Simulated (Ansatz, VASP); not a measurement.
# One calculation of InSb2, two programs

INCAR

```
SYSTEM = InSb2
ALGO = Normal
EDIFF = 1E-6
ENCUT = 500
GGA = PE
GGA_COMPAT = .FALSE.
ISIF = 2
ISMEAR = -5
LASPH = .TRUE.
LCHARG = .TRUE.
LELF = .TRUE.
LREAL = .FALSE.
LVHAR = .TRUE.
LWAVE = .FALSE.
NBANDS = 18
NELM = 120
PREC = Accurate
SIGMA = 0.1
```

The input KPOINTS:

```
k-points
0
G
  4 4 4
  0 0 0
```

POSCAR

```
InSb2
1.0
    0.0000000000      3.7945550000      3.7945550000
    3.7945550000      0.0000000000      3.7945550000
    3.7945550000      3.7945550000      0.0000000000
In Sb
1 2
Direct
    0.0000000000      0.0000000000      0.0000000000
    0.7500000000      0.7500000000      0.7500000000
    0.5000000000      0.5000000000      0.5000000000
```

Input for Ansatz:

```yaml
crystal:
  lattice:
    - [0.0, 3.794555, 3.794555]
    - [3.794555, 0.0, 3.794555]
    - [3.794555, 3.794555, 0.0]
  atoms:
    - { symbol: In, position: [0.0, 0.0, 0.0] }
    - { symbol: Sb, position: [0.75, 0.75, 0.75] }
    - { symbol: Sb, position: [0.5, 0.5, 0.5] }
basis:
  ecutwfc: 420
kpoints:
  mp_grid: { grid: [4, 4, 4] }
hamiltonian:
  xc: pbe
scf:
  occupations: { method: tetrahedron }
output:
  forces: true
  stress: true
  eigenvalues: true
```

Alike in both runs: task single point; functional PBE; k mesh 4 × 4 × 4; occupations tetrahedron; no spin polarisation.

```csv
,VASP,Ansatz
version,VASP 6.6.1,Ansatz 0.2.0
potentials or method,"VASP PAW PBE potentials, release 64 (In_d, Sb), cutoff 500 eV","scalar-relativistic, plane waves, PAW"
valence electrons in the cell,23,43
```

```tsv
	VASP	Ansatz	Ansatz less VASP
gap on the k mesh at the Fermi level (eV)	none	none	-
pressure (GPa)	-2.5	-2.4	+0.05
```

A gap of «none» marks a metal or a gap that the smearing closes. With one functional, cell and mesh, what is left measures potentials, basis and numerics. VASP's potentials hold 23 valence electrons a cell and Ansatz's 43, so a difference there can come from the potentials and not from the codes. Ansatz's warnings: band table not solved further, tetrahedron derivatives may miss energy slope.

Spin-orbit coupling is off throughout.
